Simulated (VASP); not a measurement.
Wanted: the native input for a VASP 6.6.1 run.

* Task: single point
* Functional: LDA
* Potentials or basis: VASP PAW LDA potentials, release 64 (Al, Ga_d, N_h)
* Cutoff: 1330 eV
* k mesh: 6 × 6 × 6
* Occupations: gaussian, width 0.05 eV
* Spin: no spin polarisation
* Dipole correction: no
* Further INCAR settings: ALGO = Normal; EDIFF = 1e-06; NBANDS = 41

The structure of AlGa3N4 lies in POSCAR:

```
AlGa3N4
1.0
    4.3382171223     -0.1033646631     -0.1033646631
   -0.1033646631      4.3382171223     -0.1033646631
   -0.1033646631     -0.1033646631      4.3382171223
Al Ga N
1 3 4
Direct
    0.0000000000      0.0000000000      0.0000000000
    0.5000000000      0.5000000000      0.0000000000
    0.5000000000      0.0000000000      0.5000000000
    0.0000000000      0.5000000000      0.5000000000
    0.7548078379      0.7548078379      0.2451921621
    0.7548078379      0.2451921621      0.7548078379
    0.2451921621      0.7548078379      0.7548078379
    0.2451921621      0.2451921621      0.2451921621
```

One way to write it, as run:

INCAR

```
PREC = Accurate ; ENCUT = 1330
EDIFF = 1E-6 ; ISMEAR = 0
SIGMA = 0.05 ; LREAL = F
LASPH = T ; NELM = 120
ALGO = Normal ; ISIF = 2
LWAVE = F ; LCHARG = T
GGA = CA ; LELF = T
LVHAR = T ; NBANDS = 41
GGA_COMPAT = F
```

KPOINTS

```
regular mesh
0
Gamma
  6 6 6
```

Potentials or basis: VASP PAW LDA potentials, release 64 (Al, Ga_d, N_h).

Run with:

```bash
$ cat potpaw_LDA.64/Al/POTCAR potpaw_LDA.64/Ga_d/POTCAR potpaw_LDA.64/N_h/POTCAR > POTCAR
$ mpirun -np 1 vasp_std > vasp.out
```

Results of the run:

```yaml
Pressure: 17.6 GPa
Largest_force: 1.454 eV/Å
Band_gap_on_the_k_mesh: 2.70 eV
```

Caveat: the cell stands under pressure; forces of over 1 eV/Å act on the atoms, so gaps and moduli don't describe the material at rest.

Wall time 9 min on 1 thread of Intel(R) Xeon(R) Platinum 8259CL CPU @ 2.50GHz (Skylake/Cascade Lake), with other jobs on the host, peak memory 0.54 GiB.
